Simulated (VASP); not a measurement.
NdScSb2: single point with PBE

The system is NdScSb2.

```
Nd Sc Sb
1.0
     4.36536    0.00000    0.00000
     0.00000    4.36536    0.00000
     0.00000    0.00000    6.16778
Nd Sc Sb
1 1 2
Cartesian
  0.0000 0.0000 0.0000
  2.1827 2.1827 3.0839
  0.0000 0.0000 3.0839
  2.1827 2.1827 0.0000
```

The cell was generated, and may not be a known phase.

- Program: VASP 6.6.1
- Task: single point
- Functional: PBE
- Potentials or basis: VASP PAW PBE potentials, release 64 (Nd_3, Sc_sv, Sb), 4f in core
- Cutoff: 500 eV
- k mesh: 10 × 10 × 8
- Occupations: gaussian, width 0.1 eV
- Spin: no spin polarisation

- Pressure: 0.2 GPa
- Band gap on the k mesh: zero (bands 16 and 17 overlap by 1.26 eV)

Levels at points of the mesh, in eV from the Fermi level:
```csv
k point,band 14,band 15,band 16,band 17,band 18,band 19
"(0.00, 0.00, 0.00)",-0.55,0.74,0.74,0.76,0.82,0.82
"(0.50, 0.00, 0.00)",-1.93,-1.41,-1.40,1.25,1.58,1.73
"(0.50, 0.50, 0.00)",-0.53,-0.53,-0.52,-0.52,-0.16,1.40
"(0.00, 0.00, 0.50)",-0.77,-0.28,-0.28,-0.09,0.12,1.06
"(0.50, 0.00, 0.50)",-2.02,-1.61,-1.55,1.60,1.64,1.83
"(0.50, 0.50, 0.50)",-2.15,-1.78,-1.78,1.54,1.55,1.55
```

Wall time 6.4 min on 1 thread of AMD EPYC 7R43 64-Core Processor (Zen 3), with other jobs on the host, peak memory 0.39 GiB.

Caveat: spin-orbit coupling is left out, which moves the levels of the heavy elements; the 4f electrons are frozen in the core, so they carry no moment and show no levels. Spin polarisation is off, so any magnetic state and its effect on volume and gap are missing.
